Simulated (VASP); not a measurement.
Write the native input for VASP 6.6.1 that does the following.

| Quantity | Value |
| --- | --- |
| Task | single point |
| Functional | PBE-based screened hybrid with 50 % exact exchange |
| Potentials or basis | VASP PAW PBE potentials, release 64 (Al, N) |
| Cutoff | 520 eV |
| k mesh | 4 × 4 × 4 |
| Occupations | gaussian, width 0.01 eV |
| Spin | no spin polarisation |
| Dipole correction | no |
| Grid for exact exchange (PRECFOCK) | Normal |
| Share of exact exchange | 0.5 |
| Further INCAR settings | ALGO = Normal; EDIFF = 1e-07; NBANDS = 11 |
| Screening parameter | 0.5 1/Å |

The system is AlN.

```
Al N
1.0
     0.00000    2.18488    2.18488
     2.18488    0.00000    2.18488
     2.18488    2.18488    0.00000
Al N
1 1
Direct
  0.00000 0.00000 0.00000
  0.25000 0.25000 0.25000
```

The input as run:

POSCAR

```
AlN
1.0
    0.0000000000      2.1848764208      2.1848764208
    2.1848764208      0.0000000000      2.1848764208
    2.1848764208      2.1848764208      0.0000000000
Al N
1 1
Direct
    0.0000000000      0.0000000000      0.0000000000
    0.2500000000      0.2500000000      0.2500000000
```

INCAR.step1

```
SYSTEM = AlN
  PREC = Accurate
  ENCUT = 520
  EDIFF = 1E-5
  ISMEAR = 0
  SIGMA = 0.01
  LREAL = .FALSE.
  LASPH = .TRUE.
  NELM = 80
  ALGO = Normal
  ISIF = 2
  LWAVE = .TRUE.
  LCHARG = .FALSE.
  GGA = PE
  NBANDS = 11
```

INCAR.step2

```
SYSTEM = AlN
  PREC = Accurate
  ENCUT = 520
  EDIFF = 1E-7
  ISMEAR = 0
  SIGMA = 0.01
  LREAL = .FALSE.
  LASPH = .TRUE.
  NELM = 80
  ALGO = Normal
  ISIF = 2
  LWAVE = .FALSE.
  LCHARG = .FALSE.
  GGA = PE
  LHFCALC = .TRUE.
  AEXX = 0.5
  HFSCREEN = 0.5
  PRECFOCK = Normal
  ISTART = 1
  NBANDS = 11
```

KPOINTS

```
regular mesh
0
G
  4 4 4
  0 0 0
```

Potentials or basis: VASP PAW PBE potentials, release 64 (Al, N).

The run is started by

```sh
$ cat potpaw_PBE.64/Al/POTCAR potpaw_PBE.64/N/POTCAR > POTCAR
$ cp INCAR.step1 INCAR
$ mpirun -np 1 vasp_std > vasp.out
$ cp INCAR.step2 INCAR
$ mpirun -np 1 vasp_std > vasp.out
```

It gave:

```
Pressure               : -3.7 GPa
Band gap on the k mesh : 4.68 eV (least direct gap 5.71 eV)
```

Caveat: the k points lie up to 0.62 Å⁻¹ apart; the PAW data sets were made with another functional, which shifts forces and pressure a little.

Run time: 2.4 min on 1 thread of Intel Xeon 8259CL (shared host), peak memory 0.23 GiB.
